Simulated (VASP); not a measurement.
A run of VASP 6.6.1 is set up as follows.

File INCAR:

```
PREC = Accurate
ENCUT = 520
EDIFF = 1E-7
ISMEAR = 0
SIGMA = 0.1
LREAL = F
LASPH = T
NELM = 80
ALGO = Fast
ISIF = 2
LWAVE = F
LCHARG = T
GGA = PS
LELF = T
LVHAR = T
NBANDS = 26
```

KPOINTS

```
Automatic mesh
0
Gamma
  12 12 4
```

Contents of POSCAR:

```
Cs
1.0
    5.3666386631      0.0000000000      0.0000000000
   -2.6833193315      4.6476454151      0.0000000000
    0.0000000000      0.0000000000     18.0723985482
Cs
4
Direct
    0.0000000000      0.0000000000      0.0000000000
    0.3333333333      0.6666666667      0.2500000000
    0.0000000000      0.0000000000      0.5000000000
    0.6666666667      0.3333333333      0.7500000000
```

Potentials or basis: VASP PAW PBE potentials, release 64 (Cs_sv).

Run with:

```console
$ cat potpaw_PBE.64/Cs_sv/POTCAR > POTCAR
$ mpirun -np 1 vasp_std > vasp.out
```

Question: Predict the pressure.

Answer: -0.1 GPa.

Question: Estimate the band gap on the k mesh.

Answer: Zero (bands 18 and 19 overlap by 1.82 eV).

Stress tensor (GPa, compression positive):
```
-0.03  0.00  0.00
 0.00 -0.03  0.00
 0.00  0.00 -0.14
```

Caveat: the cell differs from its parent crystal (strain along c alone, the other axes held: +3.0 %); the PAW data sets were made with another functional, which shifts forces and pressure a little; spin-orbit coupling is left out, which moves the levels of the heavy elements.
